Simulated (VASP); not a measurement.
# Mg3Te2 (P4/mmm) in VASP: further runs, part 3 of 3

VASP 6.6.1. The steps go on from the part before.

## Step 5: Relaxation of cell and atoms, PBE

This run uses another cell than the first one, of 43.64 Å³/atom.

INCAR reads:

```
SYSTEM = Mg3Te2
ALGO = Fast
EDIFF = 1E-6
EDIFFG = -0.01
ENCUT = 600
GGA = PE
IBRION = 2
ISIF = 3
ISMEAR = 0
LASPH = .True.
LCHARG = .False.
LREAL = .False.
LWAVE = .False.
NELM = 80
NSW = 100
PREC = Accurate
SIGMA = 0.1
```

KPOINTS reads:

```
k-points
0
Gamma
  8 8 4
  0 0 0
```

POSCAR reads:

```
Mg3Te2
1.0
    4.3633254614      0.0000000000      0.0000000000
    0.0000000000      4.3633254614      0.0000000000
    0.0000000000      0.0000000000     11.4606628473
Mg Te
3 2
Direct
    0.5000000000      0.5000000000      0.2502706147
    0.5000000000      0.5000000000      0.7497293853
    0.5000000000      0.5000000000      0.5000000000
    0.5000000000      0.5000000000      0.0000000000
    0.0000000000      0.0000000000      0.0000000000
```

Potentials or basis: VASP PAW PBE potentials, release 64 (Mg, Te).

Launch:

```bash
> cat potpaw_PBE.64/Mg/POTCAR potpaw_PBE.64/Te/POTCAR > POTCAR
> mpirun -np 1 vasp_std > vasp.out
```

OUTCAR:

```text
SYSTEM = Mg3Te2
   EDIFF = 1E-6
   EDIFFG = -0.01
   ENCUT = 600
   GGA = PE
   IBRION = 2
   ISIF = 3
   ISMEAR = 0
   LASPH = .True.
   LREAL = .False.
   NELM = 80
   NSW = 100
   PREC = Accurate

 ion  position               nearest neighbor table
   1  0.500  0.500  0.250-   3 2.86   4 2.87
   2  0.500  0.500  0.750-   3 2.86   4 2.87
   3  0.500  0.500  0.500-   1 2.86   2 2.86
   4  0.500  0.500  0.000-   1 2.87   2 2.87   5 3.09   5 3.09   5 3.09   5 3.09
   5  0.000  0.000  0.000-   4 3.09   4 3.09   4 3.09   4 3.09

  LATTYP: Found a simple tetragonal cell.
 ALAT       =     4.3633254614
 C/A-ratio  =     2.6265890428

  Lattice vectors:

 A1 = (   4.3633254614,   0.0000000000,   0.0000000000)
 A2 = (   0.0000000000,   4.3633254614,   0.0000000000)
 A3 = (   0.0000000000,   0.0000000000,  11.4606628473)

Analysis of symmetry for initial positions (statically):
=====================================================================
 Subroutine PRICEL returns:
 Original cell was already a primitive cell.

 Routine SETGRP: Setting up the symmetry group for a
 simple tetragonal supercell.

 Subroutine GETGRP returns: Found 16 space group operations
 (whereof 16 operations were pure point group operations)
 out of a pool of 16 trial point group operations.

The static configuration has the point symmetry D_4h.

Analysis of symmetry for dynamics (positions and initial velocities):
=====================================================================
 Subroutine PRICEL returns:
 Original cell was already a primitive cell.

 Routine SETGRP: Setting up the symmetry group for a
 simple tetragonal supercell.

 Subroutine GETGRP returns: Found 16 space group operations
 (whereof 16 operations were pure point group operations)
 out of a pool of 16 trial point group operations.

The dynamic configuration has the point symmetry D_4h.

 Subroutine INISYM returns: Found 16 space group operations
[... 139 lines left out ...]
  volume of cell :      218.20
 maximum number of plane-waves:      7350
 NGX is ok and might be reduce to    36
   NGX = 17   NGY = 17   NGZ = 45

--------------------------------------- Ionic step        1  -------------------------------------------

 number of electron      18.0000001 magnetization

 Free energy of the ion-electron system (eV)
  ---------------------------------------------------
  ext. energy  EPLUGINS =         0.00000000
  ---------------------------------------------------
  free energy    TOTEN  =        -8.78427562 eV

  energy without entropy =       -8.76782971  energy(sigma->0) =       -8.77605266

------------------------ aborting loop because EDIFF is reached ----------------------------------------

  FORCE on cell =-STRESS in cart. coord.  units (eV):
  Direction    XX          YY          ZZ          XY          YZ          ZX
  --------------------------------------------------------------------------------------
  -------------------------------------------------------------------------------------
  Total        0.5726263      0.5726263     -0.8059916      0.0000000     -0.0000000      0.0000000
  in kB        4.2047183      4.2047183     -5.9182885      0.0000000     -0.0000000      0.0000000
  external PRESSURE =       0.8303827 kB  Pullay stress =       0.0000000 kB
[... 299 lines left out ...]
--------------------------------------- Ionic step        9  -------------------------------------------

 number of electron      17.9999999 magnetization

 Free energy of the ion-electron system (eV)
  ---------------------------------------------------
  ext. energy  EPLUGINS =         0.00000000
  ---------------------------------------------------
  free energy    TOTEN  =        -8.80284226 eV

  energy without entropy =       -8.78919282  energy(sigma->0) =       -8.79601754

 E-fermi :   1.7870     XC(G=0):  -6.9075

 val. band max:        1.7310702317   @ k =   0.3750   0.0000   0.2500
 cond. band min:       1.7912179233   @ k =   0.1250   0.0000   0.2500
 fundamental gap:      0.0601476916
 Fermi energy:         1.7869650909

 k-point     1 :       0.0000    0.0000    0.0000
  band No.  band energies     occupation
      1     -11.5439      2.00000
      2      -7.3680      2.00000
      3      -3.5397      2.00000
      4      -2.3732      2.00000
      5      -2.3732      2.00000
      6      -2.1350      2.00000
      7      -0.0893      2.00000
      8       1.0186      2.00000
      9       1.0378      2.00000
     10       3.7398      0.00000
     11       3.7398      0.00000
     12       4.1992      0.00000
     13       5.1483      0.00000
[... 354 lines left out ...]
  band No.  band energies     occupation
      1     -10.2231      2.00000
      2      -9.5717      2.00000
      3      -2.5939      2.00000
      4      -1.7682      2.00000
      5      -1.6631      2.00000
      6      -0.9160      2.00000
      7      -0.6878      2.00000
      8       0.4855      2.00000
      9       1.3128      2.00000
     10       1.5174      1.99986
     11       1.6110      1.98718
     12       2.6313      0.00000
     13       2.8589      0.00000

 [... further k-points ...]
[... 5 lines left out ...]
  --------------------------------------------------------------------------------------
  -------------------------------------------------------------------------------------
  Total       -0.0060659     -0.0060659      0.0116328      0.0000000     -0.0000000      0.0000000
  in kB       -0.0440028     -0.0440028      0.0843861      0.0000000     -0.0000000      0.0000000
  external PRESSURE =      -0.0012065 kB  Pullay stress =       0.0000000 kB
[... 20 lines left out ...]
  FREE ENERGIE OF THE ION-ELECTRON SYSTEM (eV)
  ---------------------------------------------------
  free  energy   TOTEN  =        -8.8028422593 eV

  energy  without entropy=       -8.7891928216  energy(sigma->0) =       -8.79601754

 reached required accuracy - stopping structural energy minimisation
```

CONTCAR:

```text
Mg3Te2
   1.00000000000000
     4.4155707560277477    0.0000000000000000    0.0000000000000000
     0.0000000000000000    4.4155707560277477    0.0000000000000000
     0.0000000000000000   -0.0000000000000000   11.3279499379923525
  Mg              Te
     3     2
Direct
     0.5000000000000000    0.5000000000000000    0.2475794584970476
     0.5000000000000000    0.5000000000000000    0.7524205415029525
     0.5000000000000000    0.5000000000000000    0.5000000000000000
     0.5000000000000000    0.5000000000000000    0.0000000000000000
     0.0000000000000000    0.0000000000000000    0.0000000000000000

  0.00000000E+00  0.00000000E+00  0.00000000E+00
  0.00000000E+00  0.00000000E+00  0.00000000E+00
  0.00000000E+00  0.00000000E+00  0.00000000E+00
  0.00000000E+00  0.00000000E+00  0.00000000E+00
  0.00000000E+00  0.00000000E+00  0.00000000E+00
```

Run time: 7.7 min. Hardware: 1 thread of Intel Xeon 6975P-C (Granite Rapids), shared host; peak memory 0.48 GiB.

Results:

| Property | Result |
| --- | --- |
| Free energy | -8.8028 eV |
| Relaxed volume | 44.17 Å³/atom |
| Relaxed cell | a = 4.416 Å, b = 4.416 Å, c = 11.328 Å, α = 90.00°, β = 90.00°, γ = 90.00° |
| Space group after relaxing (to 0.1 Å) | P4/mmm (No. 123) |
| Energy gained by relaxing | 3.7 meV/atom |
| Ionic steps | 9 |
| Pressure after relaxing | 0.0 GPa |
| Band gap on the k mesh | zero (bands 9 and 10 overlap by 2.58 eV) |

The path:
| step | energy change (eV) | largest force (eV/Å) | pressure (GPa) | volume (Å³) |
| --- | --- | --- | --- | --- |
| 1 | 0.0000 | 0.1833 | 0.08 | 218.20 |
| 2 | -0.0127 | 0.1358 | 0.09 | 218.90 |
| 3 | -0.0172 | 0.0611 | 0.10 | 219.59 |
| 4 | -0.0172 | 0.0647 | 0.10 | 219.56 |
| 5 | -0.0181 | 0.0462 | 0.01 | 220.69 |
| 6 | -0.0182 | 0.0342 | -0.06 | 221.47 |
| 7 | -0.0183 | 0.0365 | -0.05 | 221.33 |
| 8 | -0.0185 | 0.0130 | -0.02 | 221.05 |
| 9 | -0.0186 | 0.0018 | 0.00 | 220.86 |

Final structure:
```yaml
crystal:
  lattice:
    - [4.41557, 0.00000, 0.00000]
    - [0.00000, 4.41557, 0.00000]
    - [0.00000, 0.00000, 11.32795]
  atoms:
    - { symbol: Mg, position: [0.50000, 0.50000, 0.24758] }
    - { symbol: Mg, position: [0.50000, 0.50000, 0.75242] }
    - { symbol: Mg, position: [0.50000, 0.50000, 0.50000] }
    - { symbol: Te, position: [0.50000, 0.50000, 0.00000] }
    - { symbol: Te, position: [0.00000, 0.00000, 0.00000] }
```

Caveat: spin-orbit coupling is left out, which moves the levels of the heavy elements.

## Step 6: Summary

| task | cell | k mesh | cutoff (eV) | gap on the mesh (eV) | pressure (GPa) | largest force (eV/Å) |
| --- | --- | --- | --- | --- | --- | --- |
| single point | a = 4.003, b = 4.003, c = 8.003 Å, 5 atoms, atomic positions A | 4 × 4 × 2 | 520 | none | 65.8 | 29.89 |
| single point | a = 4.363, b = 4.363, c = 11.461 Å, 5 atoms, atomic positions B | 4 × 4 × 2 | 520 | none | 0.0 | 0.03 |
| single point | a = 4.417, b = 4.417, c = 11.332 Å, 5 atoms, atomic positions C | 8 × 8 × 4 | 520 | none | 0.0 | 0.01 |
| relaxation of cell and atoms | relaxed from a = 4.363, b = 4.363, c = 11.461 Å, 5 atoms, atomic positions B | 8 × 8 × 4 | 600 | none | 0.0 | - |

Alike in all rows: level PBE; potentials or basis VASP PAW PBE potentials, release 64 (Mg, Te); no spin polarisation; smearing gaussian 0.1 eV.

Caveats: some runs use coarse meshes; spin-orbit coupling is left out, which moves the levels of the heavy elements; atoms lie so close that the PAW spheres overlap strongly, which falsifies energies and pressures (at least some runs); forces of over 1 eV/Å act on the atoms, so gaps and moduli don't describe the material at rest (at least some runs).

Total energies depend on the potentials used, so only differences within one code and one set of settings carry meaning.
